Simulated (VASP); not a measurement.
Wanted: the native input for a VASP 6.6.1 run.

```yaml
Task: G0W0 quasiparticle levels
Functional: PBEsol
Potentials_or_basis: VASP PAW PBE potentials, release 64 (B_GW, P_GW)
Cutoff: 500 eV
k_mesh: 6 × 6 × 6
Occupations: gaussian, width 0.01 eV
Spin: no spin polarisation
Dipole_correction: no
GW_scheme: G0W0
GW_iterations: 1
Cutoff_of_the_response_function: 180
Frequency_points: 96
Empty_bands: 119
Further_INCAR_settings: ALGO = EVGW0; EDIFF = 1e-08; NBANDS = 123
```

The system is BP.

```xyz
2
Lattice="0.0000 2.1720 2.3013 2.1720 0.0000 2.3013 2.1720 2.1720 0.0000" Properties=species:S:1:pos:R:3 pbc="T T T"
B     0.0000    0.0000    0.0000
P     1.0860    1.0860    1.1506
```

These files were run (other wordings do the same):

POSCAR

```
BP
1.0
    0.0000000000      2.1719893105      2.3012622441
    2.1719893105      0.0000000000      2.3012622441
    2.1719893105      2.1719893105      0.0000000000
B P
1 1
Direct
    0.0000000000      0.0000000000      0.0000000000
    0.2500000000      0.2500000000      0.2500000000
```

INCAR.step1

```
SYSTEM = BP
PREC = Accurate
ENCUT = 500
EDIFF = 1E-8
ISMEAR = 0
SIGMA = 0.01
LREAL = .False.
LASPH = .True.
NELM = 100
ALGO = Normal
LWAVE = .True.
LCHARG = .False.
GGA = PS
```

INCAR.step2

```
SYSTEM = BP
PREC = Accurate
ENCUT = 500
EDIFF = 1E-8
ISMEAR = 0
SIGMA = 0.01
LREAL = .False.
LASPH = .True.
NELM = 1
ALGO = Exact
LWAVE = .True.
LCHARG = .False.
GGA = PS
NBANDS = 123
LOPTICS = .True.
ISTART = 1
```

INCAR.step3

```
SYSTEM = BP
PREC = Accurate
ENCUT = 500
EDIFF = 1E-8
ISMEAR = 0
SIGMA = 0.01
LREAL = .False.
LASPH = .True.
ALGO = EVGW0
LWAVE = .False.
LCHARG = .False.
GGA = PS
NELMGW = 1
NBANDS = 123
ENCUTGW = 180.0
NOMEGA = 96
PRECFOCK = Fast
ISTART = 1
NBANDSGW = 12
OMEGAMAX = 30
```

KPOINTS

```
regular mesh
0
Gamma
  6 6 6
  0 0 0
```

Potentials or basis: VASP PAW PBE potentials, release 64 (B_GW, P_GW).

The run is started by

```sh
$ cat potpaw_PBE.64/B_GW/POTCAR potpaw_PBE.64/P_GW/POTCAR > POTCAR
$ cp INCAR.step1 INCAR
$ mpirun -np 1 vasp_std > vasp.out
$ cp INCAR.step2 INCAR
$ mpirun -np 1 vasp_std > vasp.out
$ cp INCAR.step3 INCAR
$ mpirun -np 1 vasp_std > vasp.out
```

It gave:

```yaml
Quasiparticle_gap: 1.42 eV
Least_direct_quasiparticle_gap: 4.11 eV
Band_gap_of_the_starting_levels_on_the_mesh: 0.67 eV
Least_direct_gap_of_the_starting_levels_on_the_mesh: 3.19 eV
```

Caveat: the k points lie up to 0.41 Å⁻¹ apart; bands, screening cutoff and mesh are small and nothing is extrapolated, so the quasiparticle values aren't converged.

Wall time 15 min on 1 thread of AMD EPYC 7R13, with other jobs on the host, peak memory 0.59 GiB.
